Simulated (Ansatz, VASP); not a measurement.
## GaP in VASP and in Ansatz

Contents of INCAR:

```
SYSTEM = GaP
ALGO = Normal
EDIFF = 1E-6
ENCUT = 500
GGA_COMPAT = .False.
ISIF = 2
ISMEAR = 0
LASPH = .True.
LCHARG = .False.
LREAL = .False.
LWAVE = .False.
NBANDS = 16
NELM = 120
PREC = Accurate
SIGMA = 0.02
```

The input KPOINTS:

```
k-points
0
Gamma
  8 8 8
  0 0 0
```

Contents of POSCAR:

```
GaP
1.0
    0.0000000000      2.7258124900      2.7258124900
    2.7258124900      0.0000000000      2.7258124900
    2.7258124900      2.7258124900      0.0000000000
Ga P
1 1
Direct
    0.0000000000      0.0000000000      0.0000000000
    0.7500000000      0.7500000000      0.7500000000
```

Input for Ansatz:

```yaml
crystal:
  lattice:
    - [0.0, 2.72581249, 2.72581249]
    - [2.72581249, 0.0, 2.72581249]
    - [2.72581249, 2.72581249, 0.0]
  atoms:
    - { symbol: Ga, position: [0.0, 0.0, 0.0] }
    - { symbol: P, position: [0.75, 0.75, 0.75] }
basis:
  ecutwfc: 420
kpoints:
  mp_grid: { grid: [8, 8, 8] }
hamiltonian:
  xc: lda
  pseudopotentials: { kind: paw, azcp: { folder: soft_1 } }
scf:
  occupations: { method: gaussian, width: 0.02 }
output:
  forces: true
  stress: true
  eigenvalues: true
  write_density: true
  write_potential: true
  elf: true
  volumetric_format: npy
```

Alike in both runs: task single point; functional LDA; k mesh 8 × 8 × 8; occupations gaussian, width 0.02 eV; no spin polarisation.

|  | VASP | Ansatz |
| --- | --- | --- |
| version | VASP 6.6.1 | Ansatz 0.2.0 |
| potentials or method | VASP PAW LDA potentials, release 64 (Ga_d, P), cutoff 500 eV | scalar-relativistic, plane waves, PAW |
| valence electrons in the cell | 18 | 18 |

VASP gave:

```
gap on the k mesh at the Fermi level (eV) : 1.49
least direct gap on the mesh (eV)         : 1.63
pressure (GPa)                            : -2.7
```

Question: Which values does Ansatz return?

Answer: gap on the k mesh at the Fermi level (eV): 1.49; least direct gap on the mesh (eV): 1.60; pressure (GPa): -2.8.

Ansatz warns that its potentials were made for another functional, while VASP's fit it. LDA's correlation is that of Perdew and Zunger in VASP and of Perdew and Wang (1992) in Ansatz.
